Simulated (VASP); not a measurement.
Pt: single point with PBEsol

Crystal: Pt.

```xyz
4
Lattice="1.5794 -5.0102 0.0000 1.5794 5.0102 0.0000 0.0000 0.0000 4.1799" Properties=species:S:1:pos:R:3 pbc="T T T"
Pt    1.5794    4.0282    3.8038
Pt    1.5794   -0.9820    2.4662
Pt    1.5794   -4.0282    0.3762
Pt    1.5794    0.9820    1.7138
```

- Program: VASP 6.6.1
- Task: single point
- Functional: PBEsol
- Potentials or basis: VASP PAW PBE potentials, release 64 (Pt_sv_GW)
- Cutoff: 500 eV
- k mesh: 6 × 6 × 4
- Occupations: gaussian, width 0.1 eV
- Spin: no spin polarisation

```yaml
Pressure: 139.1 GPa
Largest_force: 19.792 eV/Å
Band_gap_on_the_k_mesh: zero (band 36 reaches 11.02 eV, above the bottom of band 37 at 9.65 eV)
```

Forces in eV/Å, atoms in the order of the input:
```
Pt    0.000 -12.442  15.393
Pt    0.000 -12.442 -15.393
Pt    0.000  12.442 -15.393
Pt    0.000  12.442  15.393
```

Stress tensor (GPa, compression positive):
```
180.90   0.00   0.00
  0.00 102.33   0.00
  0.00   0.00 134.13
```

Levels at points of the mesh, in eV from the Fermi level:
| k point | band 33 | band 34 | band 35 | band 36 | band 37 | band 38 | band 39 | band 40 |
| --- | --- | --- | --- | --- | --- | --- | --- | --- |
| (0.00, 0.00, 0.00) | -1.26 | -0.50 | -0.44 | 0.70 | 1.16 | 1.20 | 1.64 | 4.60 |
| (0.50, 0.00, 0.00) | -1.17 | -1.17 | -0.57 | -0.57 | -0.45 | -0.45 | 2.80 | 2.80 |
| (0.50, 0.50, 0.00) | -0.89 | -0.53 | -0.11 | 0.91 | 0.98 | 1.63 | 5.22 | 5.41 |
| (0.00, 0.00, 0.50) | -1.58 | -1.58 | -0.16 | -0.16 | -0.04 | -0.04 | 2.43 | 2.43 |
| (0.50, 0.00, 0.50) | -1.07 | -1.07 | -0.44 | -0.44 | 0.73 | 0.73 | 2.63 | 2.63 |
| (0.50, 0.50, 0.50) | -1.23 | -1.23 | -0.25 | -0.25 | -0.24 | -0.24 | 0.20 | 0.20 |

Wall time 66 s on 1 thread of Intel(R) Xeon(R) 6975P-C (Granite Rapids), on a shared host, peak memory 0.25 GiB.

Caveat: the k points lie up to 0.38 Å⁻¹ apart; the PAW data sets were made with another functional, which shifts forces and pressure a little; spin-orbit coupling is left out, which moves the levels of the heavy elements.
